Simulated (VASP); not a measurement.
Wanted: the native input for a VASP 6.6.1 run.

| Quantity | Value |
| --- | --- |
| Task | single point |
| Functional | r2SCAN |
| Potentials or basis | VASP PAW PBE potentials, release 64 (K_sv, Ta_pv, O) |
| Cutoff | 520 eV |
| k mesh | 6 × 6 × 6 |
| Occupations | gaussian, width 0.01 eV |
| Spin | no spin polarisation |
| Dipole correction | no |
| Further INCAR settings | ALGO = Normal; EDIFF = 1e-07; NBANDS = 27 |

Crystal: KTaO3.

```
CELL_PARAMETERS angstrom
3.99013 0.00000 0.00000
0.00000 3.99013 0.00000
0.00000 0.00000 3.99013
ATOMIC_POSITIONS crystal
K 0.50000 0.50000 0.50000
Ta 0.00000 0.00000 0.00000
O 0.50000 0.00000 0.00000
O 0.00000 0.50000 0.00000
O 0.00000 0.00000 0.50000
```

These files were run (other wordings do the same):

POSCAR

```
KTaO3
1.0
    3.9901309440      0.0000000000      0.0000000000
    0.0000000000      3.9901309440      0.0000000000
    0.0000000000      0.0000000000      3.9901309440
K Ta O
1 1 3
Direct
    0.5000000000      0.5000000000      0.5000000000
    0.0000000000      0.0000000000      0.0000000000
    0.5000000000      0.0000000000      0.0000000000
    0.0000000000      0.5000000000      0.0000000000
    0.0000000000      0.0000000000      0.5000000000
```

INCAR.step1

```
PREC     = Accurate       # precision mode
ENCUT    = 520            # plane-wave cutoff, eV
ISMEAR   = 0              # smearing method
SIGMA    = 0.01           # smearing width, eV
LREAL    = False          # projectors in reciprocal space
LASPH    = True           # aspherical terms in the spheres
NELM     = 80             # most SCF steps
NBANDS   = 27             # bands
GGA      = PE             # functional
ALGO     = Normal         # electronic algorithm
EDIFF    = 1E-4           # SCF threshold, eV
LWAVE    = True           # write WAVECAR
LCHARG   = False          # write CHGCAR
```

INCAR.step2

```
PREC     = Accurate       # precision mode
ENCUT    = 520            # plane-wave cutoff, eV
EDIFF    = 1E-7           # SCF threshold, eV
ISMEAR   = 0              # smearing method
SIGMA    = 0.01           # smearing width, eV
LREAL    = False          # projectors in reciprocal space
LASPH    = True           # aspherical terms in the spheres
NELM     = 80             # most SCF steps
ALGO     = Normal         # electronic algorithm
ISIF     = 2              # what is computed and relaxed
LWAVE    = False          # write WAVECAR
LCHARG   = False          # write CHGCAR
METAGGA  = R2SCAN         # meta-GGA
LMIXTAU  = True         
NBANDS   = 27             # bands
ISTART   = 1
```

KPOINTS

```
Automatic mesh
0
Gamma
  6 6 6
```

Potentials or basis: VASP PAW PBE potentials, release 64 (K_sv, Ta_pv, O).

Command:

```console
$ cat potpaw_PBE.64/K_sv/POTCAR potpaw_PBE.64/Ta_pv/POTCAR potpaw_PBE.64/O/POTCAR > POTCAR
$ cp INCAR.step1 INCAR
$ mpirun -np 1 vasp_std > vasp.out
$ cp INCAR.step2 INCAR
$ mpirun -np 1 vasp_std > vasp.out
```

Results of the run:

```json
{
  "Pressure": "0.9 GPa",
  "Band gap on the k mesh": "2.59 eV, indirect (least direct gap 3.25 eV)"
}
```

Caveat: the PAW data sets were made with another functional, which shifts forces and pressure a little; spin-orbit coupling is left out, which moves the levels of the heavy elements.

Wall time 90 s on 1 thread of Intel(R) Xeon(R) 6975P-C (Granite Rapids), with other jobs on the host, peak memory 0.19 GiB.
